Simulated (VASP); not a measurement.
Set up this calculation in VASP 6.6.1, as the native input.

- Task: single point
- Functional: PBE
- Dispersion: D3(BJ)
- Potentials or basis: VASP PAW PBE potentials, release 64 (O, H, Ag_sv_GW, F)
- Cutoff: 520 eV
- k mesh: 1 × 1 × 1
- Occupations: fermi-dirac, width 0.02 eV
- Spin: no spin polarisation
- Dipole correction: no
- Further INCAR settings: ALGO = Normal; EDIFF = 1e-06; NBANDS = 42

The structure of AgH8O4F lies in POSCAR:

```
AgH8O4F
1.0
    5.4737040000      0.0000000000      0.0000000000
    0.0000000000      5.4737040000      0.0000000000
    0.0000000000      0.0000000000      5.4737040000
O H Ag F
4 8 1 1
Direct
    0.0388515349      0.4616541822      0.1913179497
    0.2571153457      0.8517807661      0.7564662270
    0.4499049610      0.3968644691      0.4535318558
    0.7065477315      0.1094568051      0.8287472570
    0.0706743294      0.5338820793      0.0318440863
   -0.0642166323      0.5878725936      0.2836719944
    0.0983880398      0.9150398308      0.7044010750
    0.3114555913      0.7441710930      0.6244565560
    0.5558781957      0.5439012747      0.4248259870
    0.3018678892      0.4156707531      0.3485925094
    0.6864442422      0.2695570421      0.7537239583
    0.5483043070      0.0319723702      0.7869094395
    0.7094352483      1.1186161874      0.2650551967
    0.7665229164      0.7374068534      0.4290505079
```

One way to write it, as run:

INCAR

```
PREC = Accurate ; ENCUT = 520
EDIFF = 1E-6 ; ISMEAR = -1
SIGMA = 0.02 ; LREAL = False
LASPH = True ; NELM = 120
ALGO = Normal ; ISIF = 2
LWAVE = False ; LCHARG = True
GGA = PE ; IVDW = 12
LELF = True ; LVHAR = True
NBANDS = 42 ; GGA_COMPAT = False
```

KPOINTS

```
Automatic mesh
0
Gamma
  1 1 1
```

Potentials or basis: VASP PAW PBE potentials, release 64 (O, H, Ag_sv_GW, F).

Launch:

```console
$ cat potpaw_PBE.64/O/POTCAR potpaw_PBE.64/H/POTCAR potpaw_PBE.64/Ag_sv_GW/POTCAR potpaw_PBE.64/F/POTCAR > POTCAR
$ mpirun -np 1 vasp_gam > vasp.out
```

Results of the run:

```json
{"Pressure": "-1.1 GPa", "Largest force": "0.241 eV/Å", "Dispersion energy per atom": "-0.050 eV"}
```

Caveat: the k points lie up to 1.15 Å⁻¹ apart, too coarse for converged energies, forces and pressures.

Run time: 12 s on 1 thread of AMD EPYC 9R45 96-Core Processor (Zen 5), on a shared host, peak memory 0.23 GiB.
